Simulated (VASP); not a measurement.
A run of VASP 6.6.1:

File INCAR:

```
SYSTEM = Tl
ALGO     = Normal         ! electronic algorithm
EDIFF    = 1E-6           ! SCF threshold, eV
ENCUT    = 520            ! plane-wave cutoff, eV
GGA      = PE             ! functional
ISIF     = 2              ! what is computed and relaxed
ISMEAR   = -1             ! smearing method
LASPH    = .True.         ! aspherical terms in the spheres
LCHARG   = .False.        ! write CHGCAR
LREAL    = .False.        ! projectors in reciprocal space
LWAVE    = .False.        ! write WAVECAR
NBANDS   = 20             ! bands
NELM     = 100            ! most SCF steps
PREC     = Accurate       ! precision mode
SIGMA    = 0.1            ! smearing width, eV
```

File KPOINTS:

```
k-points
0
Gamma
  13 13 13
  0 0 0
```

POSCAR

```
Tl
1.0
    0.0000000000      3.4682589527      3.4682589527
    3.4682589527      0.0000000000      3.4682589527
    3.4682589527      3.4682589527      0.0000000000
Tl
2
Direct
    0.1250000000      0.1250000000      0.1250000000
    0.8750000000      0.8750000000      0.8750000000
```

Potentials or basis: VASP PAW PBE potentials, release 64 (Tl_d).

Run with:

```bash
$ cat potpaw_PBE.64/Tl_d/POTCAR > POTCAR
$ mpirun -np 1 vasp_std > vasp.out
```

Hardware: 1 thread of Intel(R) Xeon(R) Platinum 8488C (Sapphire Rapids) (shared host).

Question: Estimate the wall time of this run.

Answer: It took 69 s on 1 thread of Intel(R) Xeon(R) Platinum 8488C (Sapphire Rapids), with other jobs on the host, peak memory 0.27 GiB. Counts: scf iterations 12, k points 84.
